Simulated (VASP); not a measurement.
**Si2Ni: single point with PBEsol**

The system is Si2Ni.

```xyz
3
Lattice="0.0000 2.7030 2.7030 2.7030 0.0000 2.7030 2.7030 2.7030 0.0000" Properties=species:S:1:pos:R:3 pbc="T T T"
Ni    0.0000    0.0000    0.0000
Si    4.0545    4.0545    4.0545
Si    1.3515    1.3515    1.3515
```

```yaml
Program: VASP 6.6.1
Task: single point
Functional: PBEsol
Potentials_or_basis: VASP PAW PBE potentials, release 64 (Ni, Si)
Cutoff: 520 eV
k_mesh: 7 × 7 × 7
Occupations: fermi-dirac, width 0.05 eV
Spin: collinear spin, ferromagnetic start
Starting_moments: "[0.8, 0.0, 0.0] μB"
Fixed_moment: 0.8 μB
```

```
Pressure                                              : 1.3 GPa
Net moment                                            : 0.80 μB per cell
Site moments                                          : Ni +0.36; Si +0.10 μB
Valence electrons inside the program's atomic spheres : Ni 9.82; Si 1.59
```

It took 48 s on 1 thread of Intel(R) Xeon(R) Platinum 8259CL CPU @ 2.50GHz (Skylake/Cascade Lake) (shared host), peak memory 0.18 GiB.

Caveat: the PAW data sets were made with another functional, which shifts forces and pressure a little; the total moment is fixed, so each spin has its own Fermi level.
